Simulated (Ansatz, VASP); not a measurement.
**Two plane-wave programs on Mo3H**

The input INCAR:

```
PREC = Accurate
ENCUT = 600
EDIFF = 1E-6
ISMEAR = 0
SIGMA = 0.1
LREAL = F
LASPH = T
NELM = 80
ALGO = Normal
ISIF = 3
LWAVE = F
LCHARG = F
GGA = PE
IBRION = 2
NSW = 100
EDIFFG = -0.01
```

The input KPOINTS:

```
Automatic mesh
0
Gamma
  12 12 6
```

POSCAR

```
Mo3H
1.0
    2.8813448285      0.0000000000      0.0000000000
   -1.4406724143      2.4953178186      0.0000000000
    0.0000000000      0.0000000000      6.9601061171
H Mo
1 3
Direct
    0.0000000000      0.0000000000      0.5000000000
    0.6666666667      0.3333333333      0.6742801413
    0.3333333333      0.6666666667      0.3257198587
    0.0000000000      0.0000000000      0.0000000000
```

Input for Ansatz:

```yaml
crystal:
  lattice:
    - [2.8813448285, 0.0, 0.0]
    - [-1.4406724143, 2.4953178186, 0.0]
    - [0.0, 0.0, 6.9601061171]
  atoms:
    - { symbol: H, position: [0.0, 0.0, 0.5] }
    - { symbol: Mo, position: [0.6666666667, 0.3333333333, 0.6742801413] }
    - { symbol: Mo, position: [0.3333333333, 0.6666666667, 0.3257198587] }
    - { symbol: Mo, position: [0.0, 0.0, 0.0] }
basis:
  ecutwfc: 420
kpoints:
  mp_grid: { grid: [12, 12, 6] }
hamiltonian:
  xc: pbe
scf:
  occupations: { method: gaussian, width: 0.1 }
output:
  forces: true
  stress: true
  eigenvalues: true
relax:
  adjacent_minimum: "off"
  f_tol: 0.01
  max_steps: 80
  cell: { stress_tol: 0.05 }
```

Alike in both runs: task relaxation of cell and atoms; functional PBE; k mesh 12 × 12 × 6; occupations gaussian, width 0.1 eV; no spin polarisation.

|  | VASP | Ansatz |
| --- | --- | --- |
| version | VASP 6.6.1 | Ansatz 0.2.0 |
| potentials or method | VASP PAW PBE potentials, release 64 (H, Mo_sv), cutoff 600 eV | scalar-relativistic, plane waves, PAW |
| valence electrons in the cell | 43 | 43 |

Ansatz gave:

* gap on the k mesh at the Fermi level, each at its own relaxed structure (eV): none
* relaxed volume (Å³/atom): 12.50
* relaxed length of the cell vector where the two differ most in proportion (Å): 7.000

**Question.** Which values does VASP return?

**Answer.** gap on the k mesh at the Fermi level, each at its own relaxed structure (eV): none; relaxed volume (Å³/atom): 12.52; relaxed length of the cell vector where the two differ most in proportion (Å): 7.005.

A gap of «none» marks a metal or a gap that the smearing closes.
